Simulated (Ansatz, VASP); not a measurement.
# CdSe in VASP and in Ansatz

The input INCAR:

```
PREC = Accurate
ENCUT = 520
EDIFF = 1E-6
ISMEAR = 0
SIGMA = 0.05
LREAL = False
LASPH = True
NELM = 60
ALGO = Normal
ISIF = 2
LWAVE = False
LCHARG = False
GGA = PS
NBANDS = 16
```

File KPOINTS:

```
Automatic mesh
0
Gamma
  10 10 10
```

File POSCAR:

```
CdSe
1.0
   -0.1114639971      3.3454405672      3.0413096065
    3.0413096065     -0.1114639971      3.0413096065
    2.9298456094      3.2339765701      0.0000000000
Cd Se
1 1
Direct
    0.0000000000      0.0000000000      0.0000000000
    0.7500000000      0.7500000000      0.7500000000
```

Input for Ansatz:

```yaml
crystal:
  lattice:
    - [-0.1114639971, 3.3454405672, 3.0413096065]
    - [3.0413096065, -0.1114639971, 3.0413096065]
    - [2.9298456094, 3.2339765701, 0.0]
  atoms:
    - { symbol: Cd, position: [0.0, 0.0, 0.0] }
    - { symbol: Se, position: [0.75, 0.75, 0.75] }
basis:
  ecutwfc: 420
kpoints:
  mp_grid: { grid: [10, 10, 10] }
hamiltonian:
  xc: pbesol
scf:
  occupations: { method: gaussian, width: 0.05 }
output:
  forces: true
  stress: true
  eigenvalues: true
```

Change from the starting cell: engineering shear strain xz -0.0733, normal strain along z +0.1000.

Alike in both runs: task single point; functional PBEsol; k mesh 10 × 10 × 10; occupations gaussian, width 0.05 eV; no spin polarisation.

```csv
,VASP,Ansatz
version,VASP 6.6.1,Ansatz 0.2.0
potentials or method,"VASP PAW PBE potentials, release 64 (Cd, Se), cutoff 520 eV","scalar-relativistic, plane waves, PAW"
valence electrons in the cell,18,36
```

|  | VASP | Ansatz | Ansatz less VASP |
| --- | --- | --- | --- |
| gap on the k mesh at the Fermi level (eV) | 0.24 | 0.24 | +0.001 |
| least direct gap on the mesh (eV) | 0.24 | 0.24 | +0.001 |
| pressure (GPa) | -3.6 | -3.8 | -0.23 |
| traceless stress, the component that is largest in VASP (GPa) | 2.03 | 1.98 | -0.057 |
| rms of the force components (eV/Å) | 0.122 | 0.114 | -0.0081 |

VASP's potentials were made for PBE, not for PBEsol. Atom by atom the forces differ by 0.008 eV/Å (rms over components). The functional is the same, so the differences come from potentials, cutoffs and numerics. VASP's potentials hold 18 valence electrons a cell and Ansatz's 36, so a difference there can come from the potentials and not from the codes.
